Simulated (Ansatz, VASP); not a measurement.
Na: VASP beside Ansatz

File INCAR:

```
SYSTEM = Na
PREC = Accurate ; ENCUT = 520
EDIFF = 1E-6 ; ISMEAR = -1
SIGMA = 0.1 ; LREAL = .False.
LASPH = .True. ; NELM = 60
ALGO = Normal ; ISIF = 2
LWAVE = .False. ; LCHARG = .False.
GGA = B5 ; ALDAX = 1.0
AGGAX = 1.0 ; AGGAC = 1.0
ALDAC = 0.0 ; NBANDS = 10
```

The input KPOINTS:

```
regular mesh
0
Gamma
  17 17 17
  0 0 0
```

File POSCAR:

```
Na
1.0
   -2.1849214567      2.1849214567      2.1849214567
    2.1849214567     -2.1849214567      2.1849214567
    2.1849214567      2.1849214567     -2.1849214567
Na
1
Direct
    0.0000000000      0.0000000000      0.0000000000
```

Input for Ansatz:

```yaml
crystal:
  lattice:
    - [-2.1849214368, 2.1849214368, 2.1849214368]
    - [2.1849214368, -2.1849214368, 2.1849214368]
    - [2.1849214368, 2.1849214368, -2.1849214368]
  atoms:
    - { symbol: Na, position: [0.0, 0.0, 0.0] }
hamiltonian:
  xc: blyp
  pseudopotentials:
    kind: paw
    azcp:
      Na: "pseudopotentials/Na.paw.azcp"
basis:
  ecutwfc: 420
  fft_grid_basis: typed
kpoints:
  mp_grid: { grid: [17, 17, 17], shift: [0, 0, 0] }
magnetization:
  spin_polarized: false
scf:
  occupations: { method: fermi_dirac, width: 0.1 }
output:
  stress: true
```

Alike in both runs: task single point; functional BLYP; k mesh 17 × 17 × 17; occupations fermi-dirac, width 0.1 eV; no spin polarisation.

|  | VASP | Ansatz |
| --- | --- | --- |
| version | VASP 6.6.1 | Ansatz 0.2.0 |
| potentials or method | VASP PAW PBE potentials, release 64 (Na_pv), cutoff 520 eV | plane waves (420 eV) with PAW, scalar-relativistic |
| valence electrons in the cell | 7 | 9 |

|  | VASP | Ansatz | Ansatz less VASP |
| --- | --- | --- | --- |
| pressure (GPa) | -0.7 | -0.6 | +0.01 |

VASP's potentials were made for PBE, not for BLYP. VASP's potentials hold 7 valence electrons a cell and Ansatz's 9, so a difference there can come from the potentials and not from the codes.
